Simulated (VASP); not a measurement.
# TaN (R-3m) in VASP: a series of runs

TaN is run at these levels: PBE; tasks: single point, relaxation of cell and atoms.

Program: VASP 6.6.1. These are calculated values, not measurements. Logs are shortened: lines on timing, memory, paths and dates and some standing lists are left out, and cuts for length are marked.

### Step 1. The cell of the first run

Symmetry: R-3m, No. 166, trigonal system. The conventional cell has a = 3.103 Å, b = 3.103 Å, c = 14.889 Å, α = 90.00°, β = 90.00°, γ = 120.00°. Within 3.2 Å of Ta (site symmetry -3m) lie 6 N at 2.25 Å and 12 Ta at 3.06 to 3.10 Å. Ta (site symmetry -3m) has 6 N at 2.11 Å within 2.8 Å. N (site symmetry 3m) has 6 Ta at 2.11 to 2.25 Å and 3 N at 2.86 Å within 2.9 Å.

### Step 2. Single point, PBE

Contents of INCAR:

```
  PREC = Accurate
  ENCUT = 520
  EDIFF = 1E-6
  ISMEAR = 0
  SIGMA = 0.1
  LREAL = F
  LASPH = T
  NELM = 80
  ALGO = Normal
  ISIF = 2
  LWAVE = F
  LCHARG = T
  GGA = PE
  LELF = T
  LVHAR = T
  NBANDS = 24
```

Contents of KPOINTS:

```
Automatic mesh
0
Gamma
  6 6 6
```

Contents of POSCAR:

```
TaN
1.0
    1.5513620200      0.8956792800      4.9630998800
   -1.5513620200      0.8956792800      4.9630998800
    0.0000000000     -1.7913585600      4.9630998800
Ta N
2 2
Direct
    0.5000000000      0.5000000000      0.5000000000
    0.0000000000      0.0000000000      0.0000000000
    0.2586112400      0.2586112400      0.2586112400
    0.7413887600      0.7413887600      0.7413887600
```

Potentials or basis: VASP PAW PBE potentials, release 64 (Ta_pv, N).

Run with:

```bash
$ cat potpaw_PBE.64/Ta_pv/POTCAR potpaw_PBE.64/N/POTCAR > POTCAR
$ mpirun -np 1 vasp_std > vasp.out
```

OUTCAR:

```text
PREC = Accurate
   ENCUT = 520
   EDIFF = 1E-6
   ISMEAR = 0
   LREAL = F
   LASPH = T
   NELM = 80
   ISIF = 2
   GGA = PE

 ion  position               nearest neighbor table
   1  0.500  0.500  0.500-   3 2.25   3 2.25   4 2.25   4 2.25   3 2.25   4 2.25   2 3.06   2 3.06
                             2 3.06   2 3.06   2 3.06   2 3.06
   2  0.000  0.000  0.000-   4 2.11   4 2.11   3 2.11   3 2.11   4 2.11   3 2.11   1 3.06   1 3.06
                             1 3.06   1 3.06   1 3.06   1 3.06
   3  0.259  0.259  0.259-   2 2.11   2 2.11   2 2.11   1 2.25   1 2.25   1 2.25
   4  0.741  0.741  0.741-   2 2.11   2 2.11   2 2.11   1 2.25   1 2.25   1 2.25

  LATTYP: Found a trigonal (rhomboedric) cell.
 ALAT       =     5.2764880279
 COS(alpha) =     0.8271113865

  Lattice vectors:

 A1 = (   1.5513620200,   0.8956792800,   4.9630998800)
 A2 = (  -1.5513620200,   0.8956792800,   4.9630998800)
 A3 = (   0.0000000000,  -1.7913585600,   4.9630998800)

Analysis of symmetry for initial positions (statically):
=====================================================================
 Subroutine PRICEL returns:
 Original cell was already a primitive cell.

 Routine SETGRP: Setting up the symmetry group for a
 trigonal (rhombohedral) supercell.

 Subroutine GETGRP returns: Found 12 space group operations
 (whereof 12 operations were pure point group operations)
 out of a pool of 12 trial point group operations.

The static configuration has the point symmetry D_3d.

Analysis of symmetry for dynamics (positions and initial velocities):
=====================================================================
 Subroutine PRICEL returns:
 Original cell was already a primitive cell.

 Routine SETGRP: Setting up the symmetry group for a
 trigonal (rhombohedral) supercell.

 Subroutine GETGRP returns: Found 12 space group operations
 (whereof 12 operations were pure point group operations)
 out of a pool of 12 trial point group operations.

The dynamic configuration has the point symmetry D_3d.

 Subroutine INISYM returns: Found 12 space group operations
 (whereof 12 operations are pure point group operations),
 and found     1 'primitive' translations

----------------------------------------------------------------------------------------

[... 93 lines left out ...]
   LASPH  =      T    aspherical Exc in radial PAW
   ENCUT  =  520.0 eV  38.22 Ry    6.18 a.u.   9.81  9.81  9.81*2*pi/ulx,y,z
   NELM   =     80;   NELMIN=  2; NELMDL= -5     # of ELM steps
   EDIFF  = 0.1E-05   stopping-criterion for ELM
   LREAL  =      F    real-space projection
   EDIFFG = 0.1E-04   stopping-criterion for IOM
   NSW    =      0    number of steps for IOM
   IBRION =     -1    ionic relax: 0-MD 1-quasi-New 2-CG
   NFREE  =      0    steps in history (QN), initial steepest desc. (CG)
   ISIF   =      2    stress and relaxation
   ISYM   =      2    0-nonsym 1-usesym 2-fastsym
   POTIM  = 0.5000    time-step for ionic-motion
   TEBEG  =    0.0;   TEEND  =   0.0 temperature during run
   PSTRESS=    0.0 pullay stress
   NELECT =      32.0000    total number of electrons
   NUPDOWN=      -1.0000    fix difference up-down
   EMIN   =  10.00;   EMAX   =-10.00  energy-range for DOS
   EFERMI =   0.00;   METHOD = LEGACY
   ISMEAR =     0;   SIGMA  =   0.10  broadening in eV -4-tet -1-fermi 0-gaus
   EFERMI_NEDOS =   21; number of points for ismear=-14 and -15
   IALGO  =     38    algorithm
   IMIX   =      4    mixing-type and parameters
     AMIX     =   0.40;   BMIX     =  1.00
     AMIX_MAG =   1.60;   BMIX_MAG =  1.00
  volume/ion in A,a.u.               =      10.34        69.81
  Fermi-wavevector in a.u.,A,eV,Ry     =   1.502686  2.839664 30.722833  2.258065
  Thomas-Fermi vector in A             =   2.613894
   LORBIT       =      0    0 simple, 1 ext, 2 COOP (PROOUT), +10 PAW based schemes
   GGA     = PE    functional components
   LHFCALC =     F    Hartree Fock is set to
   AEXX    =    0.0000 exact exchange contribution
   IVDW    =     0    specifies the selected vdW correction
   LEPSILON=     F    determine dielectric tensor
   LRPA    =     F    only Hartree local field effects (RPA)
 non-spin polarized calculation
 Gauss-broadening in eV      SIGMA  =   0.10
  energy-cutoff  :      520.00
  volume of cell :       41.38
 maximum number of plane-waves:      1128
   NGX = 19   NGY = 19   NGZ = 19

 number of electron      32.0000001 magnetization

 Free energy of the ion-electron system (eV)
  ---------------------------------------------------
  ext. energy  EPLUGINS =         0.00000000
  ---------------------------------------------------
  free energy    TOTEN  =       -43.30993467 eV

  energy without entropy =      -43.30507043  energy(sigma->0) =      -43.30750255

 E-fermi :   9.7644     XC(G=0): -13.5852

 val. band max:        9.7040259343   @ k =  -0.3333   0.3333   0.0000
 cond. band min:       9.8334178941   @ k =   0.3333   0.3333   0.1667
 fundamental gap:      0.1293919598
 Fermi energy:         9.7643810381

 k-point     1 :       0.0000    0.0000    0.0000
  band No.  band energies     occupation
      1     -26.8288      2.00000
      2     -26.0917      2.00000
      3     -26.0917      2.00000
      4     -25.8424      2.00000
      5     -25.7962      2.00000
      6     -25.7962      2.00000
[... 637 lines left out ...]
     23      15.2235      0.00000
     24      16.2093      0.00000

 [... further k-points ...]

------------------------ aborting loop because EDIFF is reached ----------------------------------------

  FORCE on cell =-STRESS in cart. coord.  units (eV):
  Direction    XX          YY          ZZ          XY          YZ          ZX
  --------------------------------------------------------------------------------------
  -------------------------------------------------------------------------------------
  Total        4.7223868      4.7223868      5.1186161     -0.0000000      0.0000000     -0.0000000
  in kB      182.8530432    182.8530433    198.1952279     -0.0000000      0.0000000     -0.0000000
  external PRESSURE =     187.9671048 kB  Pullay stress =       0.0000000 kB

 VOLUME and BASIS-vectors are now :
 -----------------------------------------------------------------------------
  energy-cutoff  :      520.00
  volume of cell :       41.38
      direct lattice vectors                 reciprocal lattice vectors
     1.551362020  0.895679280  4.963099880     0.322297435  0.186078511  0.067162326
    -1.551362020  0.895679280  4.963099880    -0.322297435  0.186078511  0.067162326
     0.000000000 -1.791358560  4.963099880     0.000000000 -0.372157022  0.067162326

 POSITION                                       TOTAL-FORCE (eV/Angst)
 -----------------------------------------------------------------------------------
      0.00000      0.00000      7.44465         0.000000      0.000000      0.000000
      0.00000      0.00000      0.00000        -0.000000      0.000000      0.000000
      0.00000      0.00000      3.85054        -0.000000      0.000000     -1.887523
      0.00000      0.00000     11.03876        -0.000000     -0.000000      1.887523
 -----------------------------------------------------------------------------------
    total drift:                               -0.000000     -0.000000      0.000000

  FREE ENERGIE OF THE ION-ELECTRON SYSTEM (eV)
  ---------------------------------------------------
  free  energy   TOTEN  =       -43.3099346740 eV

  energy  without entropy=      -43.3050704285  energy(sigma->0) =      -43.30750255
```

Wall time 1.8 min (1 thread of Intel Xeon 8259CL, shared host); peak memory 0.25 GiB.

What came out:

- Free energy: -43.3099 eV
- Pressure: 18.8 GPa
- Largest force: 1.888 eV/Å
- Band gap on the k mesh: zero (bands 16 and 17 overlap by 3.51 eV)

Forces in eV/Å, atoms in the order of the input:
```
Ta   0.000  0.000  0.000
Ta   0.000  0.000  0.000
N    0.000  0.000 -1.888
N    0.000  0.000  1.888
```

Levels at points of the mesh, in eV from the Fermi level:
```tsv
k point	band 13	band 14	band 15	band 16	band 17	band 18	band 19	band 20
(0.00, 0.00, 0.00)	-3.82	-3.78	-2.19	-2.19	-1.97	0.17	0.17	1.47
(0.50, 0.00, 0.00)	-6.80	-6.13	-2.27	-1.41	2.14	2.39	2.74	2.82
(0.50, 0.50, 0.00)	-5.46	-4.69	-4.50	1.54	1.68	2.50	2.55	3.78
(0.50, 0.50, 0.50)	-5.79	-5.79	-1.41	-0.46	-0.46	-0.28	-0.28	-0.06
```

Caveat: the k points lie up to 0.40 Å⁻¹ apart, too coarse for converged energies and pressures of a metal; spin-orbit coupling is left out, which moves the levels of the heavy elements; forces of over 1 eV/Å act on the atoms, so gaps and moduli don't describe the material at rest.

(Continued in part 2 of 2.)
